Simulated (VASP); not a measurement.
# AgCl (R-3m) in VASP: notebook

Aim: see how the results for AgCl move with the level of theory and the settings. Levels: PBE, r2SCAN. Tasks: single point.

Program: VASP 6.6.1. These are calculated values, not measurements. Logs are shortened: lines on timing, memory, paths and dates and some standing lists are left out, and cuts for length are marked.

## (1) The cell of the first run

The structure is trigonal, space group R-3m (No. 166). The conventional cell has a = 4.107 Å, b = 4.107 Å, c = 8.863 Å, α = 90.00°, β = 90.00°, γ = 120.00°. Ag (site symmetry -3m) has 6 Cl at 2.79 Å within 3.7 Å. Within 3.7 Å of Cl (site symmetry -3m) lie 6 Ag at 2.79 Å.

## (2) Single point, PBE (epitaxial 111 strain +4.7%)

File INCAR:

```
PREC = Accurate ; ENCUT = 520
EDIFF = 1E-6 ; ISMEAR = -1
SIGMA = 0.02 ; LREAL = F
LASPH = T ; NELM = 100
ALGO = Normal ; ISIF = 2
LWAVE = F ; LCHARG = F
GGA = PE ; NBANDS = 16
```

File KPOINTS:

```
regular mesh
0
Gamma
  8 8 8
```

File POSCAR:

```
AgCl
1.0
   -0.2302677650      2.6735330053      2.6735330053
    2.6735330053     -0.2302677650      2.6735330053
    2.6735330053      2.6735330053     -0.2302677650
Ag Cl
1 1
Direct
    0.0000000000      0.0000000000      0.0000000000
    0.5000000000      0.5000000000      0.5000000000
```

Potentials or basis: VASP PAW PBE potentials, release 64 (Ag, Cl).

Launch:

```bash
cat potpaw_PBE.64/Ag/POTCAR potpaw_PBE.64/Cl/POTCAR > POTCAR
mpirun -np 1 vasp_std > vasp.out
```

OUTCAR:

```text
PREC = Accurate
   ENCUT = 520
   EDIFF = 1E-6
   ISMEAR = -1
   LREAL = F
   LASPH = T
   NELM = 100
   ISIF = 2
   GGA = PE

 ion  position               nearest neighbor table
   1  0.000  0.000  0.000-   2 2.79   2 2.79   2 2.79   2 2.79   2 2.79   2 2.79
   2  0.500  0.500  0.500-   1 2.79   1 2.79   1 2.79   1 2.79   1 2.79   1 2.79

  LATTYP: Found a trigonal (rhomboedric) cell.
 ALAT       =     3.7879520462
 COS(alpha) =     0.4123419530

  Lattice vectors:

 A1 = (  -0.2302677650,   2.6735330053,   2.6735330053)
 A2 = (   2.6735330053,  -0.2302677650,   2.6735330053)
 A3 = (   2.6735330053,   2.6735330053,  -0.2302677650)

Analysis of symmetry for initial positions (statically):
=====================================================================
 Subroutine PRICEL returns:
 Original cell was already a primitive cell.

 Routine SETGRP: Setting up the symmetry group for a
 trigonal (rhombohedral) supercell.

 Subroutine GETGRP returns: Found 12 space group operations
 (whereof 12 operations were pure point group operations)
 out of a pool of 12 trial point group operations.

The static configuration has the point symmetry D_3d.

Analysis of symmetry for dynamics (positions and initial velocities):
=====================================================================
 Subroutine PRICEL returns:
 Original cell was already a primitive cell.

 Routine SETGRP: Setting up the symmetry group for a
 trigonal (rhombohedral) supercell.

 Subroutine GETGRP returns: Found 12 space group operations
 (whereof 12 operations were pure point group operations)
 out of a pool of 12 trial point group operations.

The dynamic configuration has the point symmetry D_3d.

 Subroutine INISYM returns: Found 12 space group operations
 (whereof 12 operations are pure point group operations),
 and found     1 'primitive' translations

----------------------------------------------------------------------------------------

                                     Primitive cell

  volume of cell :      43.1451

  direct lattice vectors                    reciprocal lattice vectors
    -0.230267765  2.673533005  2.673533005    -0.164439258  0.179936986  0.179936986
     2.673533005 -0.230267765  2.673533005     0.179936986 -0.164439258  0.179936986
     2.673533005  2.673533005 -0.230267765     0.179936986  0.179936986 -0.164439258

  length of vectors
     3.787952046  3.787952046  3.787952046     0.302976743  0.302976743  0.302976743

  position of ions in fractional coordinates (direct lattice)
     0.000000000  0.000000000  0.000000000
     0.500000000  0.500000000  0.500000000

  ion indices of the primitive-cell ions
   primitive index   ion index
                 1           1
                 2           2

----------------------------------------------------------------------------------------

 KPOINTS: regular mesh

Automatic generation of k-mesh.
 Grid dimensions read from file:
 generate k-points for:    8    8    8

 Generating k-lattice:

  Cartesian coordinates                     Fractional coordinates (reciprocal lattice)
    -0.020554907  0.022492123  0.022492123     0.125000000  0.000000000 -0.000000000
     0.022492123 -0.020554907  0.022492123     0.000000000  0.125000000 -0.000000000
     0.022492123  0.022492123 -0.020554907     0.000000000  0.000000000  0.125000000

  Length of vectors
     0.037872093  0.037872093  0.037872093

  Shift w.r.t. Gamma in fractional coordinates (k-lattice)
     0.000000000  0.000000000  0.000000000

 Subroutine IBZKPT returns following result:
 ===========================================

 Found     65 irreducible k-points:

 Following reciprocal coordinates:
            Coordinates               Weight
  0.000000  0.000000  0.000000      1.000000
  0.125000  0.000000  0.000000      6.000000
  0.250000  0.000000  0.000000      6.000000
  0.375000  0.000000  0.000000      6.000000
  0.500000  0.000000  0.000000      3.000000
  0.125000  0.125000  0.000000      6.000000
[... 16 lines left out ...]
  0.250000  0.125000  0.125000      6.000000
  0.375000  0.125000  0.125000      6.000000
 [... further k-points ...]
   k-points           NKPTS =     65   k-points in BZ     NKDIM =     65   number of bands    NBANDS=     16
   number of dos      NEDOS =    301   number of ions     NIONS =      2
   total plane-waves  NPLWV =  21952
   dimension x,y,z NGX =    28 NGY =   28 NGZ =   28
   dimension x,y,z NGXF=    56 NGYF=   56 NGZF=   56
   ions per type =               1   1
   NGX,Y,Z   is equivalent  to a cutoff of  12.29, 12.29, 12.29 a.u.
   NGXF,Y,Z  is equivalent  to a cutoff of  24.58, 24.58, 24.58 a.u.
 SYSTEM =  unknown system
   PREC   = accura    normal or accurate (medium, high low for compatibility)
   ISTART =      0    job   : 0-new  1-cont  2-samecut
   ICHARG =      2    charge: 1-file 2-atom 10-const
   ISPIN  =      1    spin polarized calculation?
   LNONCOLLINEAR =      F non collinear calculations
   LSORBIT =      F    spin-orbit coupling
   LASPH  =      T    aspherical Exc in radial PAW
   ENCUT  =  520.0 eV  38.22 Ry    6.18 a.u.   7.04  7.04  7.04*2*pi/ulx,y,z
   NELM   =    100;   NELMIN=  2; NELMDL= -5     # of ELM steps
   EDIFF  = 0.1E-05   stopping-criterion for ELM
   LREAL  =      F    real-space projection
   EDIFFG = 0.1E-04   stopping-criterion for IOM
   NSW    =      0    number of steps for IOM
   IBRION =     -1    ionic relax: 0-MD 1-quasi-New 2-CG
   NFREE  =      0    steps in history (QN), initial steepest desc. (CG)
   ISIF   =      2    stress and relaxation
   ISYM   =      2    0-nonsym 1-usesym 2-fastsym
   POTIM  = 0.5000    time-step for ionic-motion
   TEBEG  =    0.0;   TEEND  =   0.0 temperature during run
   PSTRESS=    0.0 pullay stress
   NELECT =      18.0000    total number of electrons
   NUPDOWN=      -1.0000    fix difference up-down
   EMIN   =  10.00;   EMAX   =-10.00  energy-range for DOS
   EFERMI =   0.00;   METHOD = LEGACY
   ISMEAR =    -1;   SIGMA  =   0.02  broadening in eV -4-tet -1-fermi 0-gaus
   EFERMI_NEDOS =   21; number of points for ismear=-14 and -15
   IALGO  =     38    algorithm
   IMIX   =      4    mixing-type and parameters
     AMIX     =   0.40;   BMIX     =  1.00
     AMIX_MAG =   1.60;   BMIX_MAG =  1.00
  volume/ion in A,a.u.               =      21.57       145.58
  Fermi-wavevector in a.u.,A,eV,Ry     =   1.223268  2.311642 20.359556  1.496385
  Thomas-Fermi vector in A             =   2.358385
   LORBIT       =      0    0 simple, 1 ext, 2 COOP (PROOUT), +10 PAW based schemes
   GGA     = PE    functional components
   LHFCALC =     F    Hartree Fock is set to
   AEXX    =    0.0000 exact exchange contribution
   IVDW    =     0    specifies the selected vdW correction
   LEPSILON=     F    determine dielectric tensor
   LRPA    =     F    only Hartree local field effects (RPA)
 non-spin polarized calculation
  energy-cutoff  :      520.00
  volume of cell :       43.15
 maximum number of plane-waves:      1190
   NGX = 15   NGY = 15   NGZ = 15

 number of electron      18.0000003 magnetization

 Free energy of the ion-electron system (eV)
  ---------------------------------------------------
  ext. energy  EPLUGINS =         0.00000000
  ---------------------------------------------------
  free energy    TOTEN  =        -5.38274747 eV

  energy without entropy =       -5.38274747  energy(sigma->0) =       -5.38274747

 E-fermi :   4.1125     XC(G=0):  -9.9177

 val. band max:        3.7088372229   @ k =   0.5000   0.5000   0.5000
 cond. band min:       4.5140810805   @ k =   0.0000   0.0000   0.0000
 fundamental gap:      0.8052438577
 Fermi energy:         4.1124774572

 k-point     1 :       0.0000    0.0000    0.0000
  band No.  band energies     occupation
      1     -11.3776      2.00000
      2       1.1538      2.00000
      3       1.1538      2.00000
      4       1.2797      2.00000
      5       1.2797      2.00000
      6       1.3391      2.00000
[... 8 lines left out ...]
     15      16.7040      0.00000
     16      16.7040      0.00000

 k-point     2 :       0.1250    0.0000    0.0000
  band No.  band energies     occupation
      1     -11.3232      2.00000
      2       0.5038      2.00000
      3       0.5580      2.00000
      4       0.8550      2.00000
      5       1.2607      2.00000
      6       1.3735      2.00000
[... 8 lines left out ...]
     15      15.8650      0.00000
     16      16.8490      0.00000

 k-point     3 :       0.2500    0.0000    0.0000
  band No.  band energies     occupation
      1     -11.1868      2.00000
      2      -0.4784      2.00000
      3       0.0056      2.00000
      4       0.3550      2.00000
      5       1.3568      2.00000
      6       1.4801      2.00000
[... 8 lines left out ...]
     15      16.3893      0.00000
     16      16.7317      0.00000

 k-point     4 :       0.3750    0.0000    0.0000
  band No.  band energies     occupation
      1     -11.0421      2.00000
      2      -1.2262      2.00000
      3      -0.3444      2.00000
      4       0.0372      2.00000
      5       1.4567      2.00000
      6       1.5415      2.00000
[... 8 lines left out ...]
     15      16.6216      0.00000
     16      17.4736      0.00000

 k-point     5 :       0.5000    0.0000    0.0000
  band No.  band energies     occupation
      1     -10.9795      2.00000
      2      -1.5007      2.00000
      3      -0.4640      2.00000
      4      -0.0717      2.00000
      5       1.4991      2.00000
      6       1.5639      2.00000
[... 8 lines left out ...]
     15      16.8887      0.00000
     16      17.6196      0.00000

 k-point     6 :       0.1250    0.1250    0.0000
  band No.  band energies     occupation
      1     -11.3005      2.00000
      2       0.1162      2.00000
      3       0.7976      2.00000
      4       1.0291      2.00000
      5       1.2476      2.00000
      6       1.3278      2.00000
[... 8 lines left out ...]
     15      17.1712      0.00000
     16      17.3505      0.00000

 k-point     7 :       0.2500    0.1250    0.0000
  band No.  band energies     occupation
      1     -11.1916      2.00000
      2      -0.4570      2.00000
      3       0.2670      2.00000
      4       0.6644      2.00000
      5       1.2437      2.00000
      6       1.4728      2.00000
[... 8 lines left out ...]
     15      17.1254      0.00000
     16      17.6091      0.00000

 k-point     8 :       0.3750    0.1250    0.0000
  band No.  band energies     occupation
      1     -11.0542      2.00000
      2      -1.0117      2.00000
      3      -0.2385      2.00000
      4       0.2404      2.00000
      5       1.3520      2.00000
      6       1.5473      2.00000
[... 8 lines left out ...]
     15      17.1059      0.00000
     16      18.1354      0.00000

 k-point     9 :       0.5000    0.1250   -0.0000
  band No.  band energies     occupation
      1     -10.9707      2.00000
      2      -1.3363      2.00000
      3      -0.4227      2.00000
      4      -0.0168      2.00000
      5       1.4599      2.00000
      6       1.5609      2.00000
[... 8 lines left out ...]
     15      16.8511      0.00000
     16      18.5377      0.00000
[... 172 lines left out ...]
 k-point    19 :       0.5000    0.3750    0.0000
  band No.  band energies     occupation
      1     -10.9266      2.00000
      2      -0.6048      2.00000
      3       0.0609      2.00000
      4       0.6039      2.00000
      5       1.1122      2.00000
      6       1.6501      2.00000
[... 8 lines left out ...]
     15      18.1245      0.00000
     16      19.2102      0.00000

 k-point    20 :      -0.3750    0.3750    0.0000
  band No.  band energies     occupation
      1     -10.9146      2.00000
      2      -0.5294      2.00000
      3      -0.4116      2.00000
      4       0.2028      2.00000
      5       1.2939      2.00000
      6       1.6542      2.00000
[... 8 lines left out ...]
     15      17.6334      0.00000
     16      19.2146      0.00000

 k-point    21 :       0.5000    0.5000    0.0000
  band No.  band energies     occupation
      1     -10.9171      2.00000
      2      -0.5406      2.00000
      3       0.4402      2.00000
      4       0.9329      2.00000
      5       0.9996      2.00000
      6       1.4665      2.00000
[... 8 lines left out ...]
     15      18.4934      0.00000
     16      18.5312      0.00000

 k-point    22 :       0.1250    0.1250    0.1250
  band No.  band energies     occupation
      1     -11.3034      2.00000
      2       0.5297      2.00000
      3       0.5297      2.00000
      4       0.8689      2.00000
      5       1.2266      2.00000
      6       1.2266      2.00000
[... 8 lines left out ...]
     15      15.2324      0.00000
     16      15.8300      0.00000

 k-point    23 :       0.2500    0.1250    0.1250
  band No.  band energies     occupation
      1     -11.2134      2.00000
      2      -0.1086      2.00000
      3       0.0461      2.00000
      4       0.7823      2.00000
      5       1.2721      2.00000
      6       1.4096      2.00000
[... 8 lines left out ...]
     15      16.2974      0.00000
     16      17.0260      0.00000

 k-point    24 :       0.3750    0.1250    0.1250
  band No.  band energies     occupation
      1     -11.0773      2.00000
      2      -0.8515      2.00000
      3      -0.3032      2.00000
      4       0.4088      2.00000
      5       1.3702      2.00000
      6       1.5372      2.00000
[... 8 lines left out ...]
     15      17.4156      0.00000
     16      18.1185      0.00000

 [... further k-points ...]

------------------------ aborting loop because EDIFF is reached ----------------------------------------

  FORCE on cell =-STRESS in cart. coord.  units (eV):
  Direction    XX          YY          ZZ          XY          YZ          ZX
  --------------------------------------------------------------------------------------
  -------------------------------------------------------------------------------------
  Total        0.1533537      0.1533537      0.1533537      0.1218845      0.1218845      0.1218845
  in kB        5.6947257      5.6947257      5.6947257      4.5261296      4.5261296      4.5261296
  external PRESSURE =       5.6947257 kB  Pullay stress =       0.0000000 kB

 VOLUME and BASIS-vectors are now :
 -----------------------------------------------------------------------------
  energy-cutoff  :      520.00
  volume of cell :       43.15
      direct lattice vectors                 reciprocal lattice vectors
    -0.230267765  2.673533005  2.673533005    -0.164439258  0.179936986  0.179936986
     2.673533005 -0.230267765  2.673533005     0.179936986 -0.164439258  0.179936986
     2.673533005  2.673533005 -0.230267765     0.179936986  0.179936986 -0.164439258

 POSITION                                       TOTAL-FORCE (eV/Angst)
 -----------------------------------------------------------------------------------
      0.00000      0.00000      0.00000        -0.000000      0.000000      0.000000
      2.55840      2.55840      2.55840         0.000000     -0.000000     -0.000000
 -----------------------------------------------------------------------------------
    total drift:                                0.000000      0.000000      0.000000

  FREE ENERGIE OF THE ION-ELECTRON SYSTEM (eV)
  ---------------------------------------------------
  free  energy   TOTEN  =        -5.3827474728 eV

  energy  without entropy=       -5.3827474728  energy(sigma->0) =       -5.38274747
```

Run time: 29 s. Hardware: 1 thread of Intel Xeon Platinum 8488C (Sapphire Rapids), shared host; peak memory 0.18 GiB.

Results:

* Free energy: -5.3827 eV
* Pressure: 0.6 GPa
* Band gap on the k mesh: 0.81 eV, indirect (least direct gap 2.78 eV)

Caveat: the cell differs from its parent crystal (epitaxial 111 strain +4.7%). A k mesh can miss the band edges.

(Part 1 of 2 ends here.)
